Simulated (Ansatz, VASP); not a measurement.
# One calculation of Pb, two programs

The input POSCAR:

```
Pb
1.0
    3.5139206055      0.0000000000      0.0000000000
   -1.7569603027      3.0431445112      0.0000000000
    0.0000000000      0.0000000000     26.5939884722
Pb
5
Direct
    0.6666666667      0.3333333333      0.2820186227
    0.3333333333      0.6666666667      0.3910093113
    0.6666666667      0.3333333333      0.5000000000
    0.3333333333      0.6666666667      0.6089906887
    0.6666666667      0.3333333333      0.7179813773
```

The input INCAR.step1:

```
PREC = Accurate ; ENCUT = 520
ISMEAR = 0 ; SIGMA = 0.1
LREAL = F ; LASPH = T
NELM = 100 ; LDIPOL = T
IDIPOL = 3 ; DIPOL = 0.5 0.5 0.500
NBANDS = 43 ; GGA = PE
ALGO = Normal ; EDIFF = 1E-4
LWAVE = T ; LCHARG = F
```

The input INCAR.step2:

```
PREC = Accurate ; ENCUT = 520
EDIFF = 1E-7 ; ISMEAR = 0
SIGMA = 0.1 ; LREAL = F
LASPH = T ; NELM = 100
ALGO = Normal ; ISIF = 2
LWAVE = F ; LCHARG = F
LDIPOL = T ; IDIPOL = 3
DIPOL = 0.5 0.5 0.500 ; METAGGA = R2SCAN
LMIXTAU = T ; NBANDS = 43
ISTART = 1
```

The input KPOINTS:

```
Automatic mesh
0
Gamma
  12 12 1
```

Input for Ansatz:

```yaml
crystal:
  lattice:
    - [3.5139206055, 0.0, 0.0]
    - [-1.7569603027, 3.0431445112, 0.0]
    - [0.0, 0.0, 26.5939884722]
  atoms:
    - { symbol: Pb, position: [0.6666666667, 0.3333333333, 0.2820186227] }
    - { symbol: Pb, position: [0.3333333333, 0.6666666667, 0.3910093113] }
    - { symbol: Pb, position: [0.6666666667, 0.3333333333, 0.5] }
    - { symbol: Pb, position: [0.3333333333, 0.6666666667, 0.6089906887] }
    - { symbol: Pb, position: [0.6666666667, 0.3333333333, 0.7179813773] }
basis:
  ecutwfc: 500
kpoints:
  mp_grid: { grid: [12, 12, 1] }
hamiltonian:
  xc: r2scan
scf:
  occupations: { method: gaussian, width: 0.1 }
output:
  forces: true
  stress: true
  eigenvalues: true
efield:
  axis: 3
  dipole_correction: true
```

Alike in both runs: task single point; functional r2SCAN; k mesh 12 × 12 × 1; occupations gaussian, width 0.1 eV; no spin polarisation.

|  | VASP | Ansatz |
| --- | --- | --- |
| version | VASP 6.6.1 | Ansatz 0.2.0 |
| potentials or method | VASP PAW PBE potentials, release 64 (Pb_d), cutoff 520 eV | scalar-relativistic, plane waves, PAW |
| valence electrons in the cell | 70 | 70 |

```tsv
	VASP	Ansatz	Ansatz less VASP
gap on the k mesh at the Fermi level (eV)	none	none	-
rms of the force components (eV/Å)	0.130	0.131	+0.0011
```

VASP's potentials were made for PBE, not for r2SCAN. Atom by atom the forces differ by 0.002 eV/Å (rms over components). A gap of «none» marks a metal or a gap that the smearing closes. The functional is the same, so the differences come from potentials, cutoffs and numerics.

Spin-orbit coupling is off throughout.
